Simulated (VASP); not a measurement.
Wanted: the native input for a VASP 6.6.1 run.

```
Task                   : electric field gradients
Functional             : PBE
Potentials or basis    : VASP PAW PBE potentials, release 64 (Se, Tl_d)
Cutoff                 : 520 eV
k mesh                 : 10 × 10 × 10
Occupations            : fermi-dirac, width 0.03 eV
Spin                   : no spin polarisation
Dipole correction      : no
Further INCAR settings : ALGO = Normal; EDIFF = 1e-08; NBANDS = 23
```

The structure of Tl2Se (fluorite type) lies in POSCAR:

```
Tl2Se
1.0
    0.0000000000      3.7798283956      3.7798283956
    3.7798283956      0.0000000000      3.7798283956
    3.7798283956      3.7798283956      0.0000000000
Se Tl
1 2
Direct
    0.0000000000      0.0000000000      0.0000000000
    0.2500000000      0.2500000000      0.2500000000
    0.7500000000      0.7500000000      0.7500000000
```

The input as run:

INCAR

```
PREC = Accurate
ENCUT = 520
EDIFF = 1E-8
ISMEAR = -1
SIGMA = 0.03
LREAL = F
LASPH = T
NELM = 60
ALGO = Normal
ISIF = 2
LWAVE = F
LCHARG = F
GGA = PE
LEFG = T
NBANDS = 23
```

KPOINTS

```
regular mesh
0
Gamma
  10 10 10
```

Potentials or basis: VASP PAW PBE potentials, release 64 (Se, Tl_d).

Run with:

```console
$ cat potpaw_PBE.64/Se/POTCAR potpaw_PBE.64/Tl_d/POTCAR > POTCAR
$ mpirun -np 1 vasp_std > vasp.out
```

Results of the run:

```yaml
Pressure: 0.0 GPa
Band_gap_on_the_k_mesh: 0.12 eV, direct
```

Caveat: without QUAD_EFG the Cq values of the log hold for a quadrupole moment of 1 mb, not for the nuclei; spin-orbit coupling is left out, which moves the levels of the heavy elements.

It took 110 s on 1 thread of Oxide Virtual Turin-like Processor, on a shared host, peak memory 0.26 GiB.
